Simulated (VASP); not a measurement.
# Bi2Se3 (P-6m2) in VASP: further runs

Bi2Se3 is run at these levels: PBE; tasks: single point.

Program: VASP 6.6.1. These are calculated values, not measurements. Logs are shortened: lines on timing, memory, paths and dates and some standing lists are left out, and cuts for length are marked.

### 1 The cell of the first run

Symmetry: P-6m2, No. 187, hexagonal system. The conventional cell has a = 4.174 Å, b = 4.174 Å, c = 11.379 Å, α = 90.00°, β = 90.00°, γ = 120.00°. Bi (site symmetry 3m) has 6 Se at 2.87 to 3.13 Å within 3.8 Å. Within 4.1 Å of Se (site symmetry -6m2) lie 6 Bi at 3.13 Å. Se (site symmetry 3m) has 3 Bi at 2.87 Å within 3.8 Å.

### 2 Single point, PBE

File INCAR:

```
SYSTEM = Bi2Se3
ALGO = Normal
EDIFF = 1E-6
ENCUT = 520
GGA = PE
ISIF = 2
ISMEAR = 0
LASPH = .TRUE.
LCHARG = .FALSE.
LREAL = .FALSE.
LWAVE = .FALSE.
NBANDS = 32
NELM = 60
PREC = Accurate
SIGMA = 0.1
```

File KPOINTS:

```
k-points
0
G
  6 6 2
  0 0 0
```

File POSCAR:

```
Bi2Se3
1.0
    4.1735579000      0.0000000000      0.0000000000
   -2.0867790000      3.6144072000      0.0000000000
    0.0000000000      0.0000000000     11.3787771000
Bi Se
2 3
Direct
    0.0000000000      0.0000000000      0.1753620000
    0.0000000000      0.0000000000      0.8246380000
    0.3333333000      0.6666667000      0.0000000000
    0.6666667000      0.3333333000      0.3130870000
    0.6666667000      0.3333333000      0.6869130000
```

Potentials or basis: VASP PAW PBE potentials, release 64 (Bi_d, Se).

Run with:

```console
$ cat potpaw_PBE.64/Bi_d/POTCAR potpaw_PBE.64/Se/POTCAR > POTCAR
$ mpirun -np 1 vasp_std > vasp.out
```

OUTCAR:

```text
SYSTEM = Bi2Se3
   EDIFF = 1E-6
   ENCUT = 520
   GGA = PE
   ISIF = 2
   ISMEAR = 0
   LASPH = .TRUE.
   LREAL = .FALSE.
   NELM = 60
   PREC = Accurate

 ion  position               nearest neighbor table
   1  0.000  0.000  0.175-   4 2.87   4 2.87   4 2.87   3 3.13   3 3.13   3 3.13
   2  0.000  0.000  0.825-   5 2.87   5 2.87   5 2.87   3 3.13   3 3.13   3 3.13
   3  0.333  0.667  0.000-   1 3.13   2 3.13   1 3.13   2 3.13   1 3.13   2 3.13
   4  0.667  0.333  0.313-   1 2.87   1 2.87   1 2.87
   5  0.667  0.333  0.687-   2 2.87   2 2.87   2 2.87

  LATTYP: Found a hexagonal cell.
 ALAT       =     4.1735579000
 C/A-ratio  =     2.7263973264

  Lattice vectors:

 A1 = (   4.1735579000,   0.0000000000,   0.0000000000)
 A2 = (  -2.0867790000,   3.6144072000,   0.0000000000)
 A3 = (   0.0000000000,   0.0000000000,  11.3787771000)

Analysis of symmetry for initial positions (statically):
=====================================================================
 Subroutine PRICEL returns:
 Original cell was already a primitive cell.

 Routine SETGRP: Setting up the symmetry group for a
 hexagonal supercell.

 Subroutine GETGRP returns: Found 12 space group operations
 (whereof 12 operations were pure point group operations)
 out of a pool of 24 trial point group operations.

The static configuration has the point symmetry D_3h.

Analysis of symmetry for dynamics (positions and initial velocities):
=====================================================================
 Subroutine PRICEL returns:
 Original cell was already a primitive cell.

 Routine SETGRP: Setting up the symmetry group for a
 hexagonal supercell.

 Subroutine GETGRP returns: Found 12 space group operations
 (whereof 12 operations were pure point group operations)
 out of a pool of 24 trial point group operations.

The dynamic configuration has the point symmetry D_3h.

 Subroutine INISYM returns: Found 12 space group operations
 (whereof 12 operations are pure point group operations),
 and found     1 'primitive' translations

----------------------------------------------------------------------------------------

                                     Primitive cell

  volume of cell :     171.6481

  direct lattice vectors                    reciprocal lattice vectors
     4.173557900  0.000000000  0.000000000     0.239603720  0.138335274  0.000000000
    -2.086779000  3.614407200  0.000000000     0.000000000  0.276670542  0.000000000
     0.000000000  0.000000000 11.378777100     0.000000000  0.000000000  0.087882906

  length of vectors
     4.173557900  4.173557955 11.378777100     0.276670546  0.276670542  0.087882906

  position of ions in fractional coordinates (direct lattice)
     0.000000000  0.000000000  0.175362000
     0.000000000  0.000000000  0.824638000
     0.333333300  0.666666700  0.000000000
     0.666666700  0.333333300  0.313087000
     0.666666700  0.333333300  0.686913000

  ion indices of the primitive-cell ions
   primitive index   ion index
                 1           1
                 2           2
                 3           3
                 4           4
                 5           5

----------------------------------------------------------------------------------------

 KPOINTS: k-points

Automatic generation of k-mesh.
 Grid dimensions read from file:
 generate k-points for:    6    6    2

 Generating k-lattice:

  Cartesian coordinates                     Fractional coordinates (reciprocal lattice)
     0.039933953  0.023055879  0.000000000     0.166666667  0.000000000  0.000000000
     0.000000000  0.046111757  0.000000000     0.000000000  0.166666667  0.000000000
     0.000000000  0.000000000  0.043941453     0.000000000  0.000000000  0.500000000

  Length of vectors
     0.046111758  0.046111757  0.043941453

  Shift w.r.t. Gamma in fractional coordinates (k-lattice)
     0.000000000  0.000000000  0.000000000

 Subroutine IBZKPT returns following result:
 ===========================================

 Found     14 irreducible k-points:

 Following reciprocal coordinates:
            Coordinates               Weight
  0.000000  0.000000  0.000000      1.000000
  0.166667  0.000000  0.000000      6.000000
  0.333333  0.000000  0.000000      6.000000
  0.500000 -0.000000  0.000000      3.000000
  0.166667  0.166667  0.000000      6.000000
  0.333333  0.166667  0.000000     12.000000
  0.333333  0.333333  0.000000      2.000000
  0.000000  0.000000  0.500000      1.000000
  0.166667  0.000000  0.500000      6.000000
  0.333333  0.000000  0.500000      6.000000
  0.500000 -0.000000  0.500000      3.000000
  0.166667  0.166667  0.500000      6.000000
  0.333333  0.166667  0.500000     12.000000
  0.333333  0.333333  0.500000      2.000000
   k-points           NKPTS =     14   k-points in BZ     NKDIM =     14   number of bands    NBANDS=     32
   number of dos      NEDOS =    301   number of ions     NIONS =      5
   total plane-waves  NPLWV =  92160
   dimension x,y,z NGX =    32 NGY =   32 NGZ =   90
   dimension x,y,z NGXF=    64 NGYF=   64 NGZF=  180
   ions per type =               2   3
   NGX,Y,Z   is equivalent  to a cutoff of  12.75, 12.75, 13.15 a.u.
   NGXF,Y,Z  is equivalent  to a cutoff of  25.49, 25.49, 26.30 a.u.
 SYSTEM =  Bi2Se3
   PREC   = accura    normal or accurate (medium, high low for compatibility)
   ISTART =      0    job   : 0-new  1-cont  2-samecut
   ICHARG =      2    charge: 1-file 2-atom 10-const
   ISPIN  =      1    spin polarized calculation?
   LNONCOLLINEAR =      F non collinear calculations
   LSORBIT =      F    spin-orbit coupling
   LASPH  =      T    aspherical Exc in radial PAW
   ENCUT  =  520.0 eV  38.22 Ry    6.18 a.u.   7.76  7.76 21.16*2*pi/ulx,y,z
   NELM   =     60;   NELMIN=  2; NELMDL= -5     # of ELM steps
   EDIFF  = 0.1E-05   stopping-criterion for ELM
   LREAL  =      F    real-space projection
   EDIFFG = 0.1E-04   stopping-criterion for IOM
   NSW    =      0    number of steps for IOM
   IBRION =     -1    ionic relax: 0-MD 1-quasi-New 2-CG
   NFREE  =      0    steps in history (QN), initial steepest desc. (CG)
   ISIF   =      2    stress and relaxation
   ISYM   =      2    0-nonsym 1-usesym 2-fastsym
   POTIM  = 0.5000    time-step for ionic-motion
   TEBEG  =    0.0;   TEEND  =   0.0 temperature during run
   PSTRESS=    0.0 pullay stress
   NELECT =      48.0000    total number of electrons
   NUPDOWN=      -1.0000    fix difference up-down
   EMIN   =  10.00;   EMAX   =-10.00  energy-range for DOS
   EFERMI =   0.00;   METHOD = LEGACY
   ISMEAR =     0;   SIGMA  =   0.10  broadening in eV -4-tet -1-fermi 0-gaus
   EFERMI_NEDOS =   21; number of points for ismear=-14 and -15
   IALGO  =     38    algorithm
   IMIX   =      4    mixing-type and parameters
     AMIX     =   0.40;   BMIX     =  1.00
     AMIX_MAG =   1.60;   BMIX_MAG =  1.00
  volume/ion in A,a.u.               =      34.33       231.67
  Fermi-wavevector in a.u.,A,eV,Ry     =   1.070555  2.023055 15.593466  1.146087
  Thomas-Fermi vector in A             =   2.206268
   LORBIT       =      0    0 simple, 1 ext, 2 COOP (PROOUT), +10 PAW based schemes
   GGA     = PE    functional components
   LHFCALC =     F    Hartree Fock is set to
   AEXX    =    0.0000 exact exchange contribution
   IVDW    =     0    specifies the selected vdW correction
   LEPSILON=     F    determine dielectric tensor
   LRPA    =     F    only Hartree local field effects (RPA)
 non-spin polarized calculation
 Gauss-broadening in eV      SIGMA  =   0.10
  energy-cutoff  :      520.00
  volume of cell :      171.65
 maximum number of plane-waves:      4644
 NGX is ok and might be reduce to    32
   NGX = 15   NGY = 15   NGZ = 43

 number of electron      48.0000012 magnetization

 Free energy of the ion-electron system (eV)
  ---------------------------------------------------
  ext. energy  EPLUGINS =         0.00000000
  ---------------------------------------------------
  free energy    TOTEN  =       -20.14994010 eV

  energy without entropy =      -20.14993908  energy(sigma->0) =      -20.14993959

 E-fermi :   3.0334     XC(G=0):  -8.3758

 val. band max:        2.7495227553   @ k =   0.3333   0.3333   0.5000
 cond. band min:       3.3047366401   @ k =   0.0000   0.0000   0.0000
 fundamental gap:      0.5552138848
 Fermi energy:         3.0334263797

 k-point     1 :       0.0000    0.0000    0.0000
  band No.  band energies     occupation
      1     -20.0056      2.00000
      2     -20.0021      2.00000
      3     -20.0021      2.00000
      4     -20.0010      2.00000
      5     -20.0010      2.00000
      6     -19.9880      2.00000
[... 24 lines left out ...]
     31       8.5210      0.00000
     32       9.0534      0.00000

 k-point     2 :       0.1667    0.0000    0.0000
  band No.  band energies     occupation
      1     -20.0065      2.00000
      2     -20.0031      2.00000
      3     -20.0006      2.00000
      4     -19.9964      2.00000
      5     -19.9951      2.00000
      6     -19.9892      2.00000
[... 24 lines left out ...]
     31       8.5861      0.00000
     32       9.3814      0.00000

 k-point     3 :       0.3333    0.0000    0.0000
  band No.  band energies     occupation
      1     -20.0142      2.00000
      2     -20.0093      2.00000
      3     -19.9980      2.00000
      4     -19.9902      2.00000
      5     -19.9901      2.00000
      6     -19.9900      2.00000
[... 24 lines left out ...]
     31       8.0473      0.00000
     32       9.7008      0.00000

 k-point     4 :       0.5000   -0.0000    0.0000
  band No.  band energies     occupation
      1     -20.0187      2.00000
      2     -20.0129      2.00000
      3     -19.9999      2.00000
      4     -19.9927      2.00000
      5     -19.9905      2.00000
      6     -19.9865      2.00000
[... 304 lines left out ...]
     31       8.6392      0.00000
     32       9.1305      0.00000

 k-point    13 :       0.3333    0.1667    0.5000
  band No.  band energies     occupation
      1     -20.0126      2.00000
      2     -20.0072      2.00000
      3     -19.9969      2.00000
      4     -19.9937      2.00000
      5     -19.9903      2.00000
      6     -19.9889      2.00000
[... 24 lines left out ...]
     31       8.7432      0.00000
     32       9.3324      0.00000

 k-point    14 :       0.3333    0.3333    0.5000
  band No.  band energies     occupation
      1     -20.0065      2.00000
      2     -20.0022      2.00000
      3     -19.9999      2.00000
      4     -19.9912      2.00000
      5     -19.9910      2.00000
      6     -19.9870      2.00000
[... 24 lines left out ...]
     31       9.7093      0.00000
     32      10.0723      0.00000

------------------------ aborting loop because EDIFF is reached ----------------------------------------

  FORCE on cell =-STRESS in cart. coord.  units (eV):
  Direction    XX          YY          ZZ          XY          YZ          ZX
  --------------------------------------------------------------------------------------
  -------------------------------------------------------------------------------------
  Total        0.0487061      0.0487061      0.0200018     -0.0000000     -0.0000000      0.0000000
  in kB        0.4546267      0.4546267      0.1866981     -0.0000000     -0.0000000      0.0000000
  external PRESSURE =       0.3653172 kB  Pullay stress =       0.0000000 kB

 VOLUME and BASIS-vectors are now :
 -----------------------------------------------------------------------------
  energy-cutoff  :      520.00
  volume of cell :      171.65
      direct lattice vectors                 reciprocal lattice vectors
     4.173557900  0.000000000  0.000000000     0.239603720  0.138335274  0.000000000
    -2.086779000  3.614407200  0.000000000     0.000000000  0.276670542  0.000000000
     0.000000000  0.000000000 11.378777100     0.000000000  0.000000000  0.087882906

 POSITION                                       TOTAL-FORCE (eV/Angst)
 -----------------------------------------------------------------------------------
      0.00000      0.00000      1.99541        -0.000000      0.000000     -0.019906
      0.00000      0.00000      9.38337        -0.000000      0.000000      0.019906
     -0.00000      2.40960      0.00000         0.000000      0.000000      0.000000
      2.08678      1.20480      3.56255         0.000000      0.000000      0.007338
      2.08678      1.20480      7.81623         0.000000      0.000000     -0.007338
 -----------------------------------------------------------------------------------
    total drift:                               -0.000077      0.000044      0.000000

  FREE ENERGIE OF THE ION-ELECTRON SYSTEM (eV)
  ---------------------------------------------------
  free  energy   TOTEN  =       -20.1499401038 eV

  energy  without entropy=      -20.1499390766  energy(sigma->0) =      -20.14993959
```

Run time: 1.7 min. Hardware: 1 thread of Intel Xeon 8259CL, shared host; peak memory 0.31 GiB.

Results:

* Free energy: -20.1499 eV
* Pressure: 0.0 GPa
* Largest force: 0.020 eV/Å
* Band gap on the k mesh: 0.56 eV, indirect (least direct gap 0.86 eV)

Forces on the atoms (eV/Å):
```
Bi   0.000  0.000 -0.020
Bi   0.000  0.000  0.020
Se   0.000  0.000  0.000
Se   0.000  0.000  0.007
Se   0.000  0.000 -0.007
```

Caveat: spin-orbit coupling is left out, which moves the levels of the heavy elements; this functional lacks dispersion, which binds the layers, so the pressure and a relaxed spacing across them are unreliable. A k mesh can miss the band edges.

### 3 Single point, PBE

File INCAR:

```
ALGO = Normal
EDIFF = 1E-6
ENCUT = 520
GGA = PE
ISIF = 2
ISMEAR = 0
LASPH = T
LCHARG = T
LELF = T
LREAL = F
LVHAR = T
LWAVE = F
NBANDS = 32
NELM = 80
PREC = Accurate
SIGMA = 0.02
```

File KPOINTS:

```
k-points
0
Gamma
  12 12 4
```

File POSCAR:

```
Bi2Se3
1.0
    4.1735579199      0.0000000289      0.0000000000
   -2.0867789849      3.6144071683      0.0000000000
    0.0000000000      0.0000000000     11.3787771000
Bi Se
2 3
Direct
    0.0000000000      0.0000000000      0.1753620000
    0.0000000000      0.0000000000      0.8246380000
    0.3333333333      0.6666666667      0.0000000000
    0.6666666667      0.3333333333      0.3130870000
    0.6666666667      0.3333333333      0.6869130000
```

Potentials or basis: VASP PAW PBE potentials, release 64 (Bi_d, Se).

Run with:

```console
$ cat potpaw_PBE.64/Bi_d/POTCAR potpaw_PBE.64/Se/POTCAR > POTCAR
$ mpirun -np 1 vasp_std > vasp.out
```

It took 8.2 min on 1 thread of Intel Xeon 8259CL, shared host; peak memory 0.45 GiB.

It converged, with:

| Quantity | Value |
| --- | --- |
| Free energy | -20.1593 eV |
| Pressure | 0.0 GPa |
| Largest force | 0.010 eV/Å |
| Band gap on the k mesh | 0.56 eV, indirect (least direct gap 0.86 eV) |

Forces in eV/Å, atoms in the order of the input:
```
Bi   0.000  0.000 -0.010
Bi   0.000  0.000  0.010
Se   0.000  0.000  0.000
Se   0.000  0.000  0.005
Se   0.000  0.000 -0.005
```

Levels at points of the mesh, in eV from the valence-band top:
```csv
k point,band 20,band 21,band 22,band 23,band 24,band 25,band 26,band 27,band 28,band 29
"(0.00, 0.00, 0.00)",-1.17,-1.17,-0.73,-0.73,-0.30,0.56,2.29,2.29,2.59,2.59
"(0.50, 0.00, 0.00)",-2.31,-2.23,-0.99,-0.90,-0.75,1.36,2.64,2.71,3.53,3.79
"(0.00, 0.00, 0.50)",-1.19,-0.79,-0.72,-0.72,-0.69,0.64,2.27,2.27,2.61,2.61
"(0.50, 0.00, 0.50)",-2.25,-2.06,-1.07,-0.91,-0.88,1.63,2.55,2.65,3.41,3.75
```

Caveat: spin-orbit coupling is left out, which moves the levels of the heavy elements; this functional lacks dispersion, which binds the layers, so the pressure and a relaxed spacing across them are unreliable. PBE gaps usually lie below the measured ones, often by a third to a half.

### 4 Single point, PBE

This run uses another cell than the first one, of 34.67 Å³/atom, 1.010 times its volume.

File INCAR:

```
SYSTEM = Bi2Se3
  PREC = Accurate
  ENCUT = 520
  EDIFF = 1E-6
  ISMEAR = 0
  SIGMA = 0.01
  LREAL = .FALSE.
  LASPH = .TRUE.
  NELM = 100
  ALGO = Normal
  ISIF = 2
  LWAVE = .FALSE.
  LCHARG = .FALSE.
  GGA = PE
  NBANDS = 32
```

File KPOINTS:

```
regular mesh
0
G
  12 12 4
  0 0 0
```

File POSCAR:

```
Bi2Se3
1.0
    4.1761419328      0.0000000289      0.0000000000
   -2.0880709914      3.6166449892      0.0000000000
    0.0000000000      0.0000000000     11.4766991424
Bi Se
2 3
Direct
    0.0000000000      0.0000000000      0.1737195658
    0.0000000000      0.0000000000      0.8262804342
    0.3333333333      0.6666666667      0.0000000000
    0.6666666667      0.3333333333      0.3100896833
    0.6666666667      0.3333333333      0.6899103167
```

Run with:

```console
$ cat potpaw_PBE.64/Bi_d/POTCAR potpaw_PBE.64/Se/POTCAR > POTCAR
$ mpirun -np 1 vasp_std > vasp.out
```

Wall time 8.2 min (1 thread of Intel Xeon 8259CL, shared host); peak memory 0.45 GiB.

It converged, with:

```
Free energy            : -20.1596 eV
Pressure               : 0.0 GPa
Largest force          : 0.010 eV/Å
Band gap on the k mesh : 0.56 eV, indirect (least direct gap 0.89 eV)
```

Forces on the atoms (eV/Å):
```
Bi   0.000  0.000 -0.007
Bi   0.000  0.000  0.007
Se   0.000  0.000  0.000
Se   0.000  0.000  0.010
Se   0.000  0.000 -0.010
```

Levels at points of the mesh, in eV from the valence-band top:
```
           k point  band 20  band 21  band 22  band 23  band 24  band 25  band 26  band 27  band 28  band 29
(0.00, 0.00, 0.00)    -1.17    -1.17    -0.73    -0.73    -0.33     0.55     2.29     2.29     2.60     2.60
(0.50, 0.00, 0.00)    -2.29    -2.23    -0.98    -0.90    -0.77     1.38     2.64     2.71     3.55     3.78
(0.00, 0.00, 0.50)    -1.19    -0.77    -0.72    -0.72    -0.72     0.63     2.27     2.27     2.61     2.61
(0.50, 0.00, 0.50)    -2.25    -2.07    -1.05    -0.91    -0.88     1.61     2.56     2.66     3.44     3.75
```

Caveat: spin-orbit coupling is left out, which moves the levels of the heavy elements; this functional lacks dispersion, which binds the layers, so the pressure and a relaxed spacing across them are unreliable. A k mesh can miss the band edges.

### 5 Summary

```csv
cell,k mesh,smearing,gap on the mesh (eV),pressure (GPa),largest force (eV/Å)
"a = 4.174, b = 4.174, c = 11.379 Å, angles 90.0, 90.0, 120.0°, 5 atoms",6 × 6 × 2,gaussian 0.1 eV,0.56,0.0,0.02
"a = 4.174, b = 4.174, c = 11.379 Å, angles 90.0, 90.0, 120.0°, 5 atoms",12 × 12 × 4,gaussian 0.02 eV,0.56,0.0,0.01
"a = 4.176, b = 4.176, c = 11.477 Å, angles 90.0, 90.0, 120.0°, 5 atoms",12 × 12 × 4,gaussian 0.01 eV,0.56,0.0,0.01
```

Alike in all rows: task single point; level PBE; potentials or basis VASP PAW PBE potentials, release 64 (Bi_d, Se); no spin polarisation; cutoff (eV) 520.

Caveats: spin-orbit coupling is left out, which moves the levels of the heavy elements; this functional lacks dispersion, which binds the layers, so the pressure and a relaxed spacing across them are unreliable.

Total energies depend on the potentials used, so only differences within one code and one set of settings carry meaning.
